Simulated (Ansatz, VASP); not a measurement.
**TiAl: VASP beside Ansatz**

```xyz
2
Lattice="3.1791 0.0000 0.0000 0.0000 3.1791 0.0000 0.0000 0.0000 3.1791" Properties=species:S:1:pos:R:3 pbc="T T T"
Ti    0.0000    0.0000    0.0000
Al    1.5895    1.1395    1.1395
```

Alike in both runs: task single point; functional PBEsol; k mesh 16 × 16 × 16; occupations gaussian, width 0.15 eV; no spin polarisation.

|  | VASP | Ansatz |
| --- | --- | --- |
| version | VASP 6.6.1 | Ansatz 0.2.0 |
| potentials or method | VASP PAW PBE potentials, release 64 (Ti_sv, Al), cutoff 520 eV | scalar-relativistic, plane waves, PAW |
| valence electrons in the cell | 15 | 15 |

|  | VASP | Ansatz | Ansatz less VASP |
| --- | --- | --- | --- |
| gap on the k mesh at the Fermi level (eV) | none | none | - |
| pressure (GPa) | 14.4 | 14.3 | -0.04 |
| traceless stress, the component that is largest in VASP (GPa) | 15.37 | 15.35 | -0.020 |
| rms of the force components (eV/Å) | 3.176 | 3.172 | -0.0043 |

VASP's potentials were made for PBE, not for PBEsol. Atom by atom the forces differ by 0.004 eV/Å (rms over components). A gap of «none» marks a metal or a gap that the smearing closes.
